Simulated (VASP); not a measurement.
A run of VASP 6.6.1:

Contents of INCAR:

```
SYSTEM = LuP
PREC = Accurate
ENCUT = 520
EDIFF = 1E-8
ISMEAR = -1
SIGMA = 0.08
LREAL = .False.
LASPH = .True.
NELM = 80
ALGO = Normal
ISIF = 2
LWAVE = .False.
LCHARG = .False.
GGA = PS
IBRION = 8
NSW = 1
```

KPOINTS

```
Automatic mesh
0
Gamma
  10 10 10
  0 0 0
```

POSCAR

```
LuP
1.0
    0.0000000000      2.7235763997      2.7235763997
    2.7235763997      0.0000000000      2.7235763997
    2.7235763997      2.7235763997      0.0000000000
Lu P
1 1
Direct
    0.0000000000      0.0000000000      0.0000000000
    0.5000000000      0.5000000000      0.5000000000
```

Potentials or basis: VASP PAW PBE potentials, release 64 (Lu, P).

Run with:

```sh
$ cat potpaw_PBE.64/Lu/POTCAR potpaw_PBE.64/P/POTCAR > POTCAR
$ mpirun -np 1 vasp_std > vasp.out
```

Hardware: 1 thread of Intel(R) Xeon(R) 6975P-C (Granite Rapids), on a shared host.

Q: Estimate the wall time of this run.

A: Run time: 7 min on 1 thread of Intel(R) Xeon(R) 6975P-C (Granite Rapids), with other jobs on the host, peak memory 0.37 GiB. Counts: scf iterations 81, k points 47.
